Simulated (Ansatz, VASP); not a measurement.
**C in VASP and in Ansatz**

```
CELL_PARAMETERS angstrom
-2.41040 2.41040 2.41040
2.41040 -2.41040 2.41040
4.82080 4.82080 0.00000
ATOMIC_POSITIONS crystal
C 0.32547 0.00000 0.00000
C 0.82547 0.50000 0.50000
C 0.33726 0.33726 0.33726
C 0.83726 0.83726 0.83726
C 0.00000 0.32547 0.00000
C 0.50000 0.82547 0.50000
C 0.83726 0.83726 0.16274
C 0.33726 0.33726 0.66274
C 0.00000 0.67453 0.00000
C 0.50000 0.17453 0.50000
C 0.16274 0.16274 0.16274
C 0.66274 0.66274 0.66274
C 0.67453 0.00000 0.00000
C 0.17453 0.50000 0.50000
C 0.66274 0.66274 0.33726
C 0.16274 0.16274 0.83726
```

Alike in both runs: task single point; functional LDA; k mesh 6 × 6 × 4; occupations gaussian, width 0.05 eV; no spin polarisation.

|  | VASP | Ansatz |
| --- | --- | --- |
| version | VASP 6.6.1 | Ansatz 0.2.0 |
| potentials or method | VASP PAW LDA potentials, release 64 (C_h), cutoff 910 eV | scalar-relativistic, plane waves, PAW |
| valence electrons in the cell | 64 | 64 |

VASP gave:

| Item | Value |
| --- | --- |
| gap on the k mesh at the Fermi level (eV) | 2.91 |
| least direct gap on the mesh (eV) | 3.70 |
| rms of the force components (eV/Å) | 0.021 |

**Question.** Which values does Ansatz return?

**Answer.** gap on the k mesh at the Fermi level (eV): 2.91; least direct gap on the mesh (eV): 3.71; rms of the force components (eV/Å): 0.001.

LDA's correlation is that of Perdew and Zunger in VASP and of Perdew and Wang (1992) in Ansatz. Atom by atom the forces differ by 0.022 eV/Å (rms over components).

Noted on VASP's run: the cutoff is under 1.25 times that of the potentials, so the pressure is a little rough.
